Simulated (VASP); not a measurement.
LiBe: relaxation of cell and atoms with PBE

LiBe:

```xyz
2
Lattice="2.8112 0.0000 0.0000 0.0000 2.8112 0.0000 0.0000 0.0000 2.8112" Properties=species:S:1:pos:R:3 pbc="T T T"
Be    1.4056    1.4056    1.4056
Li    0.0000    0.0000    0.0000
```

```json
{
 "Program": "VASP 6.6.1",
 "Task": "relaxation of cell and atoms",
 "Functional": "PBE",
 "Potentials or basis": "VASP PAW PBE potentials, release 64 (Be, Li_sv)",
 "Cutoff": "600 eV",
 "k mesh": "9 × 9 × 9",
 "Occupations": "fermi-dirac, width 0.05 eV",
 "Spin": "no spin polarisation",
 "Target pressure": "30 GPa",
 "Dipole correction": "no",
 "Further INCAR settings": "ALGO = Normal; EDIFF = 1e-07; IBRION = 2; EDIFFG = -0.01; NSW = 60; ISIF = 3"
}
```

| Item | Value |
| --- | --- |
| Relaxed volume | 7.96 Å³/atom |
| Relaxed cell | a = 2.515 Å, b = 2.515 Å, c = 2.515 Å, α = 90.00°, β = 90.00°, γ = 90.00° |
| Space group after relaxing (to 0.05 Å) | Pm-3m (No. 221) |
| Energy change on relaxing (the enthalpy is what falls) | +231.6 meV/atom |
| Ionic steps | 5 |
| Pressure after relaxing | 30.0 GPa |

Step by step:
| step | energy change (eV) | largest force (eV/Å) | pressure (GPa) | volume (Å³) |
| --- | --- | --- | --- | --- |
| 1 | 0.0000 | 0.0000 | 0.29 | 22.22 |
| 2 | 0.4067 | 0.0000 | 27.27 | 16.23 |
| 3 | 0.4582 | 0.0000 | 29.74 | 15.94 |
| 4 | 0.4792 | 0.0000 | 30.74 | 15.83 |
| 5 | 0.4632 | 0.0000 | 29.97 | 15.91 |

Final structure:
```xyz
2
Lattice="2.5152 0.0000 0.0000 0.0000 2.5152 0.0000 0.0000 0.0000 2.5152" Properties=species:S:1:pos:R:3 pbc="T T T"
Be    1.2576    1.2576    1.2576
Li    0.0000    2.5152    0.0000
```

Levels at points of the mesh, in eV from the Fermi level:
| k point | band 1 | band 2 | band 3 | band 4 | band 5 | band 6 |
| --- | --- | --- | --- | --- | --- | --- |
| (0.00, 0.00, 0.00) | -44.38 | -7.24 | 7.80 | 7.80 | 7.80 | 12.79 |

Wall time 18 s on 1 thread of Intel Xeon 6975P-C, on a shared host, peak memory 0.14 GiB.

Caveat: the cutoff is under 1.25 times the usual one of these potentials, so pressure, stress and relaxed cells hold a basis-set (Pulay) error; the cell is relaxed towards a set pressure, so the enthalpy falls and the energy may rise; the volume moved by over 15 % at a fixed basis, so the end points are rough.
